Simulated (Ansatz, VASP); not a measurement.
## Two plane-wave programs on ZrC

POSCAR

```
ZrC
1.0
    0.0000000000      2.3502127467      2.3502127467
    2.3502127467      0.0000000000      2.3502127467
    2.3502127467      2.3502127467      0.0000000000
Zr C
1 1
Direct
    0.5000000000      0.5000000000      0.5000000000
    0.0000000000      0.0000000000      0.0000000000
```

File INCAR.step1:

```
SYSTEM = ZrC
  PREC = Accurate
  ENCUT = 660
  ISMEAR = 0
  SIGMA = 0.05
  LREAL = .False.
  LASPH = .True.
  NELM = 120
  NBANDS = 15
  GGA = PE
  ALGO = Normal
  EDIFF = 1E-5
  LWAVE = .True.
  LCHARG = .False.
  GGA_COMPAT = .False.
```

Contents of INCAR.step2:

```
SYSTEM = ZrC
  PREC = Accurate
  ENCUT = 660
  EDIFF = 1E-6
  ISMEAR = 0
  SIGMA = 0.05
  LREAL = .False.
  LASPH = .True.
  NELM = 120
  ALGO = Normal
  ISIF = 2
  LWAVE = .False.
  LCHARG = .True.
  METAGGA = R2SCAN
  LMIXTAU = .True.
  IVDW = 13
  VDW_S6 = 1.0
  VDW_S8 = 0.6018749
  VDW_A1 = 0.51559235
  VDW_A2 = 5.77342911
  LELF = .True.
  LVHAR = .True.
  NBANDS = 15
  ISTART = 1
  GGA_COMPAT = .False.
```

File KPOINTS:

```
regular mesh
0
Gamma
  8 8 8
  0 0 0
```

Input for Ansatz:

```yaml
crystal:
  lattice:
    - [0.0, 2.3502127467, 2.3502127467]
    - [2.3502127467, 0.0, 2.3502127467]
    - [2.3502127467, 2.3502127467, 0.0]
  atoms:
    - { symbol: Zr, position: [0.5, 0.5, 0.5] }
    - { symbol: C, position: [0.0, 0.0, 0.0] }
basis:
  ecutwfc: 500
  ecutrho_ratio: 4
kpoints:
  mp_grid: { grid: [8, 8, 8] }
hamiltonian:
  xc: r2scan
  dispersion: d4
scf:
  occupations: { method: gaussian, width: 0.05 }
output:
  forces: true
  stress: true
  eigenvalues: true
```

Alike in both runs: task single point; functional r2SCAN; dispersion D4; k mesh 8 × 8 × 8; occupations gaussian, width 0.05 eV; no spin polarisation.

|  | VASP | Ansatz |
| --- | --- | --- |
| version | VASP 6.6.1 | Ansatz 0.2.0 |
| potentials or method | VASP PAW PBE potentials, release 64 (Zr_sv, C), cutoff 660 eV | scalar-relativistic, plane waves, PAW |
| valence electrons in the cell | 16 | 16 |

```csv
,VASP,Ansatz,Ansatz less VASP
gap on the k mesh at the Fermi level (eV),none,none,-
pressure (GPa),0.5,0.4,-0.11
```

VASP's potentials were made for PBE, not for r2SCAN. A gap of «none» marks a metal or a gap that the smearing closes.
